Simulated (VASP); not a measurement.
# O (Im-3m) in VASP: notebook

O is run at these levels: PBE; tasks: single point.

Everything below comes from runs of VASP 6.6.1. Logs are shortened: lines on timing, memory, paths and dates and some standing lists are left out, and cuts for length are marked.

### 1 The cell of the first run

It takes space group Im-3m (No. 229, cubic). Conventional cell: a = 2.299 Å, b = 2.299 Å, c = 2.299 Å, α = 90.00°, β = 90.00°, γ = 90.00°. Within 2.6 Å of O (site symmetry m-3m) lie 14 O at 1.99 to 2.30 Å.

### 2 Single point, PBE (volume scaled by 0.78)

INCAR reads:

```
SYSTEM = O
PREC = Accurate ; ENCUT = 520
EDIFF = 1E-6 ; ISMEAR = -1
SIGMA = 0.08 ; LREAL = .False.
LASPH = .True. ; NELM = 80
ALGO = Normal ; ISIF = 2
LWAVE = .False. ; LCHARG = .True.
GGA = PE ; LELF = .True.
LVHAR = .True. ; NBANDS = 9
```

KPOINTS reads:

```
Automatic mesh
0
Gamma
  19 19 19
  0 0 0
```

POSCAR reads:

```
O
1.0
   -1.1493653558      1.1493653558      1.1493653558
    1.1493653558     -1.1493653558      1.1493653558
    1.1493653558      1.1493653558     -1.1493653558
O
1
Direct
    0.0000000000      0.0000000000      0.0000000000
```

Potentials or basis: VASP PAW PBE potentials, release 64 (O).

On the command line:

```
$ cat potpaw_PBE.64/O/POTCAR > POTCAR
$ mpirun -np 1 vasp_std > vasp.out
```

OUTCAR:

```text
SYSTEM = O
   PREC = Accurate
   ENCUT = 520
   EDIFF = 1E-6
   ISMEAR = -1
   LREAL = .False.
   LASPH = .True.
   NELM = 80
   ISIF = 2
   GGA = PE

 ion  position               nearest neighbor table
   1  0.000  0.000  0.000-

  LATTYP: Found a body centered cubic cell.
 ALAT       =     2.2987307116

  Lattice vectors:

 A1 = (  -1.1493653558,   1.1493653558,   1.1493653558)
 A2 = (   1.1493653558,  -1.1493653558,   1.1493653558)
 A3 = (   1.1493653558,   1.1493653558,  -1.1493653558)

Analysis of symmetry for initial positions (statically):
=====================================================================
 Subroutine PRICEL returns:
 Original cell was already a primitive cell.

 Routine SETGRP: Setting up the symmetry group for a
 body centered cubic supercell.

 Subroutine GETGRP returns: Found 48 space group operations
 (whereof 48 operations were pure point group operations)
 out of a pool of 48 trial point group operations.

The static configuration has the point symmetry O_h .

Analysis of symmetry for dynamics (positions and initial velocities):
=====================================================================
 Subroutine PRICEL returns:
 Original cell was already a primitive cell.

 Routine SETGRP: Setting up the symmetry group for a
 body centered cubic supercell.

 Subroutine GETGRP returns: Found 48 space group operations
 (whereof 48 operations were pure point group operations)
 out of a pool of 48 trial point group operations.

The dynamic configuration has the point symmetry O_h .

 Subroutine INISYM returns: Found 48 space group operations
 (whereof 48 operations are pure point group operations),
 and found     1 'primitive' translations

----------------------------------------------------------------------------------------

                                     Primitive cell

  volume of cell :       6.0734

  direct lattice vectors                    reciprocal lattice vectors
    -1.149365356  1.149365356  1.149365356     0.000000000  0.435022682  0.435022682
     1.149365356 -1.149365356  1.149365356     0.435022682  0.000000000  0.435022682
     1.149365356  1.149365356 -1.149365356     0.435022682  0.435022682  0.000000000

  length of vectors
     1.990759193  1.990759193  1.990759193     0.615214977  0.615214977  0.615214977

  position of ions in fractional coordinates (direct lattice)
     0.000000000  0.000000000  0.000000000

  ion indices of the primitive-cell ions
   primitive index   ion index
                 1           1

----------------------------------------------------------------------------------------

 KPOINTS: Automatic mesh

Automatic generation of k-mesh.
 Grid dimensions read from file:
 generate k-points for:   19   19   19

 Generating k-lattice:

  Cartesian coordinates                     Fractional coordinates (reciprocal lattice)
     0.000000000  0.022895931  0.022895931     0.052631579  0.000000000  0.000000000
     0.022895931  0.000000000  0.022895931     0.000000000  0.052631579  0.000000000
     0.022895931  0.022895931  0.000000000     0.000000000  0.000000000  0.052631579

  Length of vectors
     0.032379736  0.032379736  0.032379736

  Shift w.r.t. Gamma in fractional coordinates (k-lattice)
     0.000000000  0.000000000  0.000000000

 Subroutine IBZKPT returns following result:
 ===========================================

 Found    220 irreducible k-points:

 Following reciprocal coordinates:
            Coordinates               Weight
  0.000000  0.000000  0.000000      1.000000
  0.052632  0.000000  0.000000     12.000000
  0.105263  0.000000  0.000000     12.000000
  0.157895  0.000000  0.000000     12.000000
  0.210526  0.000000  0.000000     12.000000
  0.263158  0.000000  0.000000     12.000000
[... 16 lines left out ...]
  0.263158  0.105263  0.000000     48.000000
  0.315789  0.105263  0.000000     48.000000
 [... further k-points ...]
   k-points           NKPTS =    220   k-points in BZ     NKDIM =    220   number of bands    NBANDS=      9
   number of dos      NEDOS =    301   number of ions     NIONS =      1
   total plane-waves  NPLWV =   4096
   dimension x,y,z NGX =    16 NGY =   16 NGZ =   16
   dimension x,y,z NGXF=    32 NGYF=   32 NGZF=   32
   ions per type =               1
   NGX,Y,Z   is equivalent  to a cutoff of  13.36, 13.36, 13.36 a.u.
   NGXF,Y,Z  is equivalent  to a cutoff of  26.72, 26.72, 26.72 a.u.
 SYSTEM =  O
   PREC   = accura    normal or accurate (medium, high low for compatibility)
   ISTART =      0    job   : 0-new  1-cont  2-samecut
   ICHARG =      2    charge: 1-file 2-atom 10-const
   ISPIN  =      1    spin polarized calculation?
   LNONCOLLINEAR =      F non collinear calculations
   LSORBIT =      F    spin-orbit coupling
   LASPH  =      T    aspherical Exc in radial PAW
   ENCUT  =  520.0 eV  38.22 Ry    6.18 a.u.   3.70  3.70  3.70*2*pi/ulx,y,z
   NELM   =     80;   NELMIN=  2; NELMDL= -5     # of ELM steps
   EDIFF  = 0.1E-05   stopping-criterion for ELM
   LREAL  =      F    real-space projection
   EDIFFG = 0.1E-04   stopping-criterion for IOM
   NSW    =      0    number of steps for IOM
   IBRION =     -1    ionic relax: 0-MD 1-quasi-New 2-CG
   NFREE  =      0    steps in history (QN), initial steepest desc. (CG)
   ISIF   =      2    stress and relaxation
   ISYM   =      2    0-nonsym 1-usesym 2-fastsym
   POTIM  = 0.5000    time-step for ionic-motion
   TEBEG  =    0.0;   TEEND  =   0.0 temperature during run
   PSTRESS=    0.0 pullay stress
   NELECT =       6.0000    total number of electrons
   NUPDOWN=      -1.0000    fix difference up-down
   EMIN   =  10.00;   EMAX   =-10.00  energy-range for DOS
   EFERMI =   0.00;   METHOD = LEGACY
   ISMEAR =    -1;   SIGMA  =   0.08  broadening in eV -4-tet -1-fermi 0-gaus
   EFERMI_NEDOS =   21; number of points for ismear=-14 and -15
   IALGO  =     38    algorithm
   IMIX   =      4    mixing-type and parameters
     AMIX     =   0.40;   BMIX     =  1.00
     AMIX_MAG =   1.60;   BMIX_MAG =  1.00
  volume/ion in A,a.u.               =       6.07        40.99
  Fermi-wavevector in a.u.,A,eV,Ry     =   1.630474  3.081149 36.170336  2.658445
  Thomas-Fermi vector in A             =   2.722769
   LORBIT       =      0    0 simple, 1 ext, 2 COOP (PROOUT), +10 PAW based schemes
   GGA     = PE    functional components
   LHFCALC =     F    Hartree Fock is set to
   AEXX    =    0.0000 exact exchange contribution
   IVDW    =     0    specifies the selected vdW correction
   LEPSILON=     F    determine dielectric tensor
   LRPA    =     F    only Hartree local field effects (RPA)
 non-spin polarized calculation
  energy-cutoff  :      520.00
  volume of cell :        6.07
 maximum number of plane-waves:       177
   NGX =  7   NGY =  7   NGZ =  7

 number of electron       6.0000004 magnetization

 Free energy of the ion-electron system (eV)
  ---------------------------------------------------
  ext. energy  EPLUGINS =         0.00000000
  ---------------------------------------------------
  free energy    TOTEN  =        -2.20192771 eV

  energy without entropy =       -2.19131926  energy(sigma->0) =       -2.19662348

 E-fermi :   5.8710     XC(G=0): -13.6951

 val. band max:        5.8511693674   @ k =   0.2632   0.1579   0.1053
 cond. band min:       5.8834179776   @ k =   0.2632   0.1053   0.0000
 fundamental gap:      0.0322486101
 Fermi energy:         5.8709996845

 k-point     1 :       0.0000    0.0000    0.0000
  band No.  band energies     occupation
      1     -18.7391      2.00000
      2       8.5022      0.00000
      3       8.5022      0.00000
      4       8.5022      0.00000
      5      29.8354      0.00000
      6      45.6420      0.00000
      7      45.6420      0.00000
      8      45.6420      0.00000
      9      50.2155      0.00000

 k-point     2 :       0.0526    0.0000    0.0000
  band No.  band energies     occupation
      1     -18.6232      2.00000
      2       8.2305      0.00000
      3       8.4116      0.00000
      4       8.4886      0.00000
      5      29.9870      0.00000
      6      44.6171      0.00000
      7      44.7380      0.00000
      8      45.9793      0.00000
      9      48.6630      0.00000

 k-point     3 :       0.1053    0.0000    0.0000
  band No.  band energies     occupation
      1     -18.2790      2.00000
      2       7.4441      0.00000
      3       8.1539      0.00000
      4       8.4465      0.00000
      5      30.3917      0.00000
      6      41.8234      0.00000
      7      42.9267      0.00000
      8      46.9672      0.00000
      9      48.1241      0.00000

 k-point     4 :       0.1579    0.0000    0.0000
  band No.  band energies     occupation
      1     -17.7127      2.00000
      2       6.2237      0.02405
      3       7.7698      0.00000
      4       8.3807      0.00000
      5      30.9034      0.00000
      6      38.9551      0.00000
      7      41.0338      0.00000
      8      47.2032      0.00000
      9      48.5506      0.00000

 k-point     5 :       0.2105    0.0000    0.0000
  band No.  band energies     occupation
      1     -16.9362      2.00000
      2       4.6733      2.00000
      3       7.3140      0.00000
      4       8.2968      0.00000
      5      31.2316      0.00000
      6      36.7713      0.00000
      7      39.3098      0.00000
      8      46.6612      0.00000
      9      50.3593      0.00000

 k-point     6 :       0.2632    0.0000    0.0000
  band No.  band energies     occupation
      1     -15.9714      2.00000
      2       2.9050      2.00000
      3       6.8427      0.00001
      4       8.2030      0.00000
      5      30.9194      0.00000
      6      35.7383      0.00000
      7      37.8329      0.00000
      8      46.4896      0.00000
      9      51.7693      0.00000
[... 169 lines left out ...]
 k-point    21 :       0.1579    0.1053    0.0000
  band No.  band energies     occupation
      1     -16.6093      2.00000
      2       4.3194      2.00000
      3       7.0733      0.00000
      4       7.9733      0.00000
      5      31.6525      0.00000
      6      36.0539      0.00000
      7      38.2505      0.00000
      8      46.7070      0.00000
      9      51.1743      0.00000

 k-point    22 :       0.2105    0.1053    0.0000
  band No.  band energies     occupation
      1     -15.6569      2.00000
      2       2.7597      2.00000
      3       6.4568      0.00132
      4       7.8391      0.00000
      5      31.5476      0.00000
      6      34.9374      0.00000
      7      37.1671      0.00000
      8      46.8449      0.00000
      9      53.0464      0.00000

 k-point    23 :       0.2632    0.1053    0.0000
  band No.  band energies     occupation
      1     -14.5597      2.00000
      2       1.0688      2.00000
      3       5.8834      0.92254
      4       7.7150      0.00000
      5      30.7133      0.00000
      6      34.8714      0.00000
      7      36.3796      0.00000
      8      47.1217      0.00000
      9      54.8050      0.00000

 k-point    24 :       0.3158    0.1053    0.0000
  band No.  band energies     occupation
      1     -13.3925      2.00000
      2      -0.6168      2.00000
      3       5.4152      1.99331
      4       7.6083      0.00000
      5      29.7735      0.00000
      6      35.0044      0.00000
      7      36.0423      0.00000
      8      47.5094      0.00000
      9      56.4196      0.00000

 [... further k-points ...]
[... 5 lines left out ...]
  --------------------------------------------------------------------------------------
  -------------------------------------------------------------------------------------
  Total        2.5146188      2.5146188      2.5146188      0.0000000     -0.0000000      0.0000000
  in kB      663.3587299    663.3587299    663.3587299      0.0000000     -0.0000000      0.0000000
  external PRESSURE =     663.3587299 kB  Pullay stress =       0.0000000 kB

 VOLUME and BASIS-vectors are now :
 -----------------------------------------------------------------------------
  energy-cutoff  :      520.00
  volume of cell :        6.07
      direct lattice vectors                 reciprocal lattice vectors
    -1.149365356  1.149365356  1.149365356     0.000000000  0.435022682  0.435022682
     1.149365356 -1.149365356  1.149365356     0.435022682  0.000000000  0.435022682
     1.149365356  1.149365356 -1.149365356     0.435022682  0.435022682  0.000000000

 POSITION                                       TOTAL-FORCE (eV/Angst)
 -----------------------------------------------------------------------------------
      0.00000      0.00000      0.00000         0.000000      0.000000      0.000000
 -----------------------------------------------------------------------------------
    total drift:                                0.000000      0.000000     -0.000000

  FREE ENERGIE OF THE ION-ELECTRON SYSTEM (eV)
  ---------------------------------------------------
  free  energy   TOTEN  =        -2.2019277065 eV

  energy  without entropy=       -2.1913192597  energy(sigma->0) =       -2.19662348
```

Wall time 5.1 s (1 thread of Intel Xeon 6975P-C (Granite Rapids), shared host); peak memory 0.12 GiB.

Results:

| Quantity | Value |
| --- | --- |
| Free energy | -2.2019 eV |
| Pressure | 66.3 GPa |
| Band gap on the k mesh | zero (band 3 reaches 8.50 eV, above the bottom of band 4 at 1.76 eV) |

### 3 Single point, PBE (volume scaled by 0.88)

INCAR reads:

```
PREC = Accurate
ENCUT = 520
EDIFF = 1E-6
ISMEAR = -1
SIGMA = 0.08
LREAL = False
LASPH = True
NELM = 80
ALGO = Normal
ISIF = 2
LWAVE = False
LCHARG = False
GGA = PE
NBANDS = 9
```

KPOINTS reads:

```
regular mesh
0
Gamma
  19 19 19
```

POSCAR reads:

```
O
1.0
   -1.1965222867      1.1965222867      1.1965222867
    1.1965222867     -1.1965222867      1.1965222867
    1.1965222867      1.1965222867     -1.1965222867
O
1
Direct
    0.0000000000      0.0000000000      0.0000000000
```

Potentials or basis: VASP PAW PBE potentials, release 64 (O).

On the command line:

```
$ cat potpaw_PBE.64/O/POTCAR > POTCAR
$ mpirun -np 1 vasp_std > vasp.out
```

It took 4.4 s on 1 thread of Intel Xeon 6975P-C (Granite Rapids), shared host; peak memory 0.11 GiB.

It converged, with:

```yaml
Free_energy: -2.4182 eV
Pressure: 25.5 GPa
Band_gap_on_the_k_mesh: zero (band 3 reaches 6.25 eV, above the bottom of band 4 at 0.51 eV)
```

Levels at points of the mesh, in eV from the Fermi level:
```csv
k point,band 1,band 2,band 3,band 4,band 5,band 6,band 7
"(0.00, 0.00, 0.00)",-22.95,2.21,2.21,2.21,21.19,38.01,38.01
```

(Continued in part 2 of 2.)
